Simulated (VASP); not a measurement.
CdS: single point with LDA

The system is CdS.

```
Cd S
1.0
     4.12097    0.00000    0.00000
    -2.06049    3.56887    0.00000
     0.00000    0.00000    6.72643
Cd S
2 2
Direct
  0.33333 0.66667 0.00000
  0.66667 0.33333 0.50000
  0.33333 0.66667 0.38500
  0.66667 0.33333 0.88500
```

This cell differs from its parent crystal: volume scaled by 0.99.

- Program: VASP 6.6.1
- Task: single point
- Functional: LDA
- Potentials or basis: VASP PAW LDA potentials, release 64 (Cd, S)
- Cutoff: 520 eV
- k mesh: 8 × 8 × 4
- Occupations: fermi-dirac, width 0.02 eV
- Spin: no spin polarisation
- Dipole correction: no
- Further INCAR settings: ALGO = Normal; EDIFF = 1e-06; NBANDS = 26

```
Pressure               : -1.7 GPa
Largest force          : 0.257 eV/Å
Band gap on the k mesh : 0.99 eV, direct
```

Forces in eV/Å, atoms in the order of the input:
```
Cd   0.000  0.000  0.257
Cd   0.000  0.000  0.257
S    0.000  0.000 -0.257
S    0.000  0.000 -0.257
```

Stress tensor (GPa, compression positive):
```
-0.99  0.00  0.00
 0.00 -0.99  0.00
 0.00  0.00 -3.03
```

Levels at points of the mesh, in eV from the valence-band top:
```
           k point  band 15  band 16  band 17  band 18  band 19  band 20  band 21  band 22
(0.00, 0.00, 0.00)    -0.73    -0.04     0.00     0.00     0.99     2.51     6.30     6.30
(0.50, 0.00, 0.00)    -2.66    -1.94    -1.28    -0.86     3.55     3.65     4.90     6.23
(0.00, 0.00, 0.50)    -0.38    -0.38    -0.38    -0.38     2.63     2.63     5.93     5.93
(0.50, 0.00, 0.50)    -1.43    -1.43    -1.33    -1.33     3.29     3.29     5.13     5.13
```

Wall time 59 s on 1 thread of Intel(R) Xeon(R) Platinum 8375C CPU @ 2.90GHz (Ice Lake), on a shared host, peak memory 0.21 GiB.
